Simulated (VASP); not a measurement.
## Te2Pb: single point with PBE

The system is Te2Pb.

```
Pb Te
1.0
     2.21183    1.27700    6.26314
    -2.21183    1.27700    6.26314
     0.00000   -2.55400    6.26314
Pb Te
1 2
Direct
  0.00000 0.00000 0.00000
  0.22889 0.22889 0.22889
  0.77111 0.77111 0.77111
```

| Property | Result |
| --- | --- |
| Program | VASP 6.6.1 |
| Task | single point |
| Functional | PBE |
| Potentials or basis | VASP PAW PBE potentials, release 64 (Pb_d, Te) |
| Cutoff | 520 eV |
| k mesh | 10 × 10 × 10 |
| Occupations | gaussian, width 0.05 eV |
| Spin | no spin polarisation |
| Dipole correction | no |
| Further INCAR settings | ALGO = Normal; EDIFF = 1e-07; NBANDS = 20 |

| Item | Value |
| --- | --- |
| Pressure | -1.3 GPa |
| Band gap on the k mesh | zero (bands 13 and 14 overlap by 0.80 eV) |

Stress tensor (GPa, compression positive):
```
-1.26  0.00  0.00
 0.00 -1.26  0.00
 0.00  0.00 -1.37
```

Levels at points of the mesh, in eV from the Fermi level:
```
           k point  band 10  band 11  band 12  band 13  band 14  band 15  band 16  band 17
(0.00, 0.00, 0.00)    -1.02    -1.02    -0.61    -0.34    -0.34     2.74     2.74     3.07
(0.50, 0.00, 0.00)    -2.45    -2.45    -1.71    -1.43     0.39     2.22     4.33     4.57
(0.50, 0.50, 0.00)    -2.51    -2.20    -1.32     0.15     0.20     2.29     2.77     4.09
(0.50, 0.50, 0.50)    -1.31    -1.31     0.00     0.00     1.33     2.22     2.94     2.94
```

Run time: 4.5 min on 1 thread of AMD EPYC 9R45 96-Core Processor (Zen 5) (shared host), peak memory 0.47 GiB.

Caveat: semilocal functionals underestimate gaps, and a narrow one can read as zero; spin-orbit coupling is left out, which moves the levels of the heavy elements.
